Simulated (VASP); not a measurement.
Write the native input for VASP 6.6.1 that does the following.

| Quantity | Value |
| --- | --- |
| Task | single point |
| Functional | PBE |
| Potentials or basis | VASP PAW PBE potentials, release 64 (Dy_3, C), 4f in core |
| Cutoff | 600 eV |
| k mesh | 5 × 5 × 5 |
| Occupations | gaussian, width 0.2 eV |
| Spin | no spin polarisation |
| Dipole correction | no |
| Mended | yes |
| Further INCAR settings | ALGO = Normal; EDIFF = 1e-06; NBANDS = 24 |

The structure of Dy3C lies in POSCAR:

```
Dy3C
1.0
    4.9137550687      0.0000000000      0.0000000000
    0.0000000000      4.9137550687      0.0000000000
    0.0000000000      0.0000000000      4.9137550687
Dy C
3 1
Direct
    0.0000000000      0.5000000000      0.5000000000
    0.5000000000      0.0000000000      0.5000000000
    0.5000000000      0.5000000000      0.0000000000
    0.5000000000      0.5000000000      0.5000000000
```

The cell was built from a structure type or drawn by symmetry, and may not be a known phase.

One way to write it, as run:

INCAR

```
SYSTEM = Dy3C
ALGO = Normal
EDIFF = 1E-6
ENCUT = 600
GGA = PE
GGA_COMPAT = .FALSE.
ISIF = 2
ISMEAR = 0
LASPH = .TRUE.
LCHARG = .FALSE.
LMAXMIX = 6
LREAL = .FALSE.
LWAVE = .FALSE.
NBANDS = 24
NELM = 200
PREC = Accurate
SIGMA = 0.2
```

KPOINTS

```
k-points
0
G
  5 5 5
  0 0 0
```

Potentials or basis: VASP PAW PBE potentials, release 64 (Dy_3, C), 4f in core.

The run is started by

```bash
$ cat potpaw_PBE.64/Dy_3/POTCAR potpaw_PBE.64/C/POTCAR > POTCAR
$ mpirun -np 1 vasp_std > vasp.out
```

Results of the run:

* Pressure: 0.5 GPa
* Band gap on the k mesh: zero (an odd number of electrons rules out a gap without spin polarisation)

Caveat: spin-orbit coupling is left out, which moves the levels of the heavy elements; the 4f electrons are frozen in the core, so they carry no moment and show no levels.

Wall time 18 s on 1 thread of AMD EPYC 9R45 96-Core Processor (Zen 5) (shared host), peak memory 0.22 GiB.
